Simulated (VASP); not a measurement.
Set up this calculation in VASP 6.6.1, as the native input.

- Task: single point
- Functional: PBE
- Potentials or basis: VASP PAW PBE potentials, release 64 (Re)
- Cutoff: 520 eV
- k mesh: 21 × 21 × 12
- Occupations: gaussian, width 0.15 eV
- Spin: no spin polarisation
- Dipole correction: no
- Further INCAR settings: ALGO = Fast; EDIFF = 1e-06; NBANDS = 14

The structure of Re lies in POSCAR:

```
Re
1.0
    2.7653363785      0.0000000000     -0.0138266819
   -1.3826681893      2.3948515538      0.0069133409
   -0.0223678832      0.0000000000      4.4735766300
Re
2
Direct
    0.3333333333      0.6666666667      0.2500000000
    0.6666666667      0.3333333333      0.7500000000
```

This cell differs from its parent crystal: strain -0.0100 x Voigt [0, 0, 0, 0, 1, 0].

These files were run (other wordings do the same):

INCAR

```
PREC     = Accurate       # precision mode
ENCUT    = 520            # plane-wave cutoff, eV
EDIFF    = 1E-6           # SCF threshold, eV
ISMEAR   = 0              # smearing method
SIGMA    = 0.15           # smearing width, eV
LREAL    = False          # projectors in reciprocal space
LASPH    = True           # aspherical terms in the spheres
NELM     = 100            # most SCF steps
ALGO     = Fast           # electronic algorithm
ISIF     = 2              # what is computed and relaxed
LWAVE    = False          # write WAVECAR
LCHARG   = False          # write CHGCAR
GGA      = PE             # functional
NBANDS   = 14             # bands
```

KPOINTS

```
Automatic mesh
0
Gamma
  21 21 12
```

Potentials or basis: VASP PAW PBE potentials, release 64 (Re).

The run is started by

```console
$ cat potpaw_PBE.64/Re/POTCAR > POTCAR
$ mpirun -np 1 vasp_std > vasp.out
```

It gave:

The pressure is 3.0 GPa and the band gap on the k mesh is zero (bands 7 and 8 overlap by 3.20 eV).

Caveat: the cell differs from its parent crystal (strain -0.0100 x Voigt [0, 0, 0, 0, 1, 0]); the cell stands under pressure; spin-orbit coupling is left out, which moves the levels of the heavy elements.

Wall time 6.1 min on 1 thread of Intel(R) Xeon(R) Platinum 8488C (Sapphire Rapids), on a shared host, peak memory 0.59 GiB.
